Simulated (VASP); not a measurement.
Wanted: the native input for a VASP 6.6.1 run.

| Property | Result |
| --- | --- |
| Task | electric field gradients |
| Functional | PBE |
| Potentials or basis | VASP PAW PBE potentials, release 64 (Na_pv) |
| Cutoff | 520 eV |
| k mesh | 11 × 11 × 6 |
| Occupations | fermi-dirac, width 0.05 eV |
| Spin | no spin polarisation |
| Dipole correction | no |
| Further INCAR settings | ALGO = Normal; EDIFF = 1e-08; NBANDS = 14 |

The structure of Na lies in POSCAR:

```
Na
1.0
    3.7670009976     -0.0753400200      0.0000000000
   -1.9487468700      3.2999885700      0.0000000000
    0.0000000000      0.0000000000      6.1540000000
Na
2
Direct
    0.3333333333      0.6666666667      0.2500000000
    0.6666666667      0.3333333333      0.7500000000
```

This cell differs from its parent crystal: xy shear strain of -4 %.

One way to write it, as run:

INCAR

```
ALGO = Normal
EDIFF = 1E-8
ENCUT = 520
GGA = PE
ISIF = 2
ISMEAR = -1
LASPH = True
LCHARG = False
LEFG = True
LREAL = False
LWAVE = False
NBANDS = 14
NELM = 60
PREC = Accurate
SIGMA = 0.05
```

KPOINTS

```
k-points
0
Gamma
  11 11 6
```

Potentials or basis: VASP PAW PBE potentials, release 64 (Na_pv).

Launch:

```console
$ cat potpaw_PBE.64/Na_pv/POTCAR > POTCAR
$ mpirun -np 1 vasp_std > vasp.out
```

It gave:

- Pressure: -0.1 GPa
- Largest force: 0.014 eV/Å
- Band gap on the k mesh: zero (bands 7 and 8 overlap by 4.06 eV)
- Largest electric field gradient by atom: Na +0.6 V/Å²

Caveat: the cell differs from its parent crystal (xy shear strain of -4 %); without QUAD_EFG the Cq values of the log hold for a quadrupole moment of 1 mb, not for the nuclei.

Run time: 67 s on 1 thread of Intel(R) Xeon(R) 6975P-C (Granite Rapids), with other jobs on the host, peak memory 0.31 GiB.
